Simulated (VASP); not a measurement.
Wanted: the native input for a VASP 6.6.1 run.

- Task: relaxation of cell and atoms
- Functional: LDA
- Potentials or basis: VASP PAW LDA potentials, release 64 (Ag, Br)
- Cutoff: 500 eV
- k mesh: 12 × 12 × 12
- Occupations: gaussian, width 0.02 eV
- Spin: no spin polarisation
- Dipole correction: no
- Further INCAR settings: ALGO = Normal; EDIFF = 1e-07; IBRION = 2; EDIFFG = -0.005; NSW = 100; ISIF = 3

The structure of AgBr lies in POSCAR:

```
AgBr
1.0
    0.0000000000      2.7921489820      2.7921489820
    2.7921489820      0.0000000000      2.7921489820
    2.7921489820      2.7921489820      0.0000000000
Ag Br
1 1
Direct
    0.5000000000      0.5000000000      0.5000000000
    0.0000000000      0.0000000000      0.0000000000
```

One way to write it, as run:

INCAR

```
PREC = Accurate ; ENCUT = 500
EDIFF = 1E-7 ; ISMEAR = 0
SIGMA = 0.02 ; LREAL = F
LASPH = T ; NELM = 120
ALGO = Normal ; ISIF = 3
LWAVE = F ; LCHARG = F
GGA = CA ; IBRION = 2
NSW = 100 ; EDIFFG = -0.005
GGA_COMPAT = F ; NELMIN = 4
```

KPOINTS

```
regular mesh
0
Gamma
  12 12 12
```

Potentials or basis: VASP PAW LDA potentials, release 64 (Ag, Br).

Launch:

```sh
$ cat potpaw_LDA.64/Ag/POTCAR potpaw_LDA.64/Br/POTCAR > POTCAR
$ mpirun -np 1 vasp_std > vasp.out
```

It gave:

| Property | Result |
| --- | --- |
| Relaxed volume | 21.80 Å³/atom |
| Relaxed cell | a = 3.951 Å, b = 3.951 Å, c = 3.951 Å, α = 60.00°, β = 60.00°, γ = 60.00° |
| Space group after relaxing (to 0.1 Å) | Fm-3m (No. 225) |
| Energy gained by relaxing | 0.0 meV/atom |
| Ionic steps | 2 |
| Pressure after relaxing | 0.0 GPa |
| Band gap on the k mesh | 0.42 eV (least direct gap 2.65 eV) |

Run time: 25 s on 1 thread of Intel(R) Xeon(R) 6975P-C (Granite Rapids), on a shared host, peak memory 0.18 GiB.
